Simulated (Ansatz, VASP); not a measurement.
**Ru: VASP beside Ansatz**

```xyz
1
Lattice="0.0000 2.2107 1.4370 2.2107 0.0000 1.4370 2.2107 2.2107 0.0000" Properties=species:S:1:pos:R:3 pbc="T T T"
Ru    0.0000    0.0000    0.0000
```

Alike in both runs: task single point; functional PBE; k mesh 24 × 24 × 24; occupations gaussian, width 0.15 eV; no spin polarisation.

```csv
,VASP,Ansatz
version,VASP 6.6.1,Ansatz 0.2.0
potentials or method,"VASP PAW PBE potentials, release 64 (Ru_pv), cutoff 520 eV","scalar-relativistic, plane waves, PAW"
valence electrons in the cell,14,16
```

Ansatz gave:

```
gap on the k mesh at the Fermi level (eV)                     : none
pressure (GPa)                                                : 3.6
traceless stress, the component that is largest in VASP (GPa) : -7.62
```

What did VASP give for the same quantities?

gap on the k mesh at the Fermi level (eV): none; pressure (GPa): 3.5; traceless stress, the component that is largest in VASP (GPa): -7.59.

A gap of «none» marks a metal or a gap that the smearing closes. VASP's potentials hold 14 valence electrons a cell and Ansatz's 16, so a difference there can come from the potentials and not from the codes.
